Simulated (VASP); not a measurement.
Te3Pt2Se:

```xyz
6
Lattice="3.2976 1.9039 5.2850 -3.2976 1.9039 5.2850 0.0000 -3.8078 5.2850" Properties=species:S:1:pos:R:3 pbc="T T T"
Te    0.0000    1.9039    5.2850
Te   -1.6488   -0.9519    5.2850
Te    1.6488   -0.9519    5.2850
Pt    0.0000    0.0000   12.0134
Pt    0.0000    0.0000    3.8418
Se    0.0000    0.0000    7.9276
```

```yaml
Program: VASP 6.6.1
Task: relaxation of cell and atoms
Functional: PBE
Potentials_or_basis: VASP PAW PBE potentials, release 64 (Te, Pt, Se)
Cutoff: 600 eV
k_mesh: 3 × 3 × 3
Occupations: gaussian, width 0.1 eV
Spin: no spin polarisation
```

At the start: pressure 12.3 GPa; volume 33.18 Å³/atom.

Question: Where does the relaxation end?

Answer: Over 17 steps the energy falls by 550.0 meV/atom and the volume is 32.77 Å³/atom (-1.2 %); space group R-3m (No. 166, to 0.05 Å).

The path:
```tsv
step	energy change (eV)	largest force (eV/Å)	pressure (GPa)	volume (Å³)
1	0.0000	5.0886	12.32	199.09
2	-0.1884	1.9667	-6.21	281.90
3	-1.6360	0.3513	-1.12	234.68
4	-1.6392	0.4602	-0.84	233.31
5	-1.6396	0.5189	-0.68	232.59
6	-1.8128	0.4411	-0.56	229.23
7	-2.3877	0.3426	-0.01	218.07
8	-3.1781	0.8745	3.12	190.63
9	-3.2796	0.3780	1.26	193.68
10	-3.2967	0.0256	-0.09	196.15
11	-3.2977	0.0857	0.14	195.71
12	-3.2977	0.0994	0.20	195.61
13	-3.2985	0.0922	0.17	195.79
14	-3.2999	0.0706	0.07	196.34
15	-3.2999	0.0651	0.04	196.45
16	-3.3001	0.0479	0.01	196.55
17	-3.3002	0.0338	-0.06	196.62
```

Final structure:
```xyz
6
Lattice="3.8426 2.2185 3.8441 -3.8426 2.2185 3.8441 0.0000 -4.4370 3.8441" Properties=species:S:1:pos:R:3 pbc="T T T"
Te    0.0000    2.2185    3.8441
Te   -1.9213   -1.1093    3.8441
Te    1.9213   -1.1093    3.8441
Pt    0.0000    0.0000    9.0852
Pt    0.0000    0.0000    2.4471
Se    0.0000    0.0000    5.7662
```

Caveat: the k points lie up to 0.36 Å⁻¹ apart in the final cell.
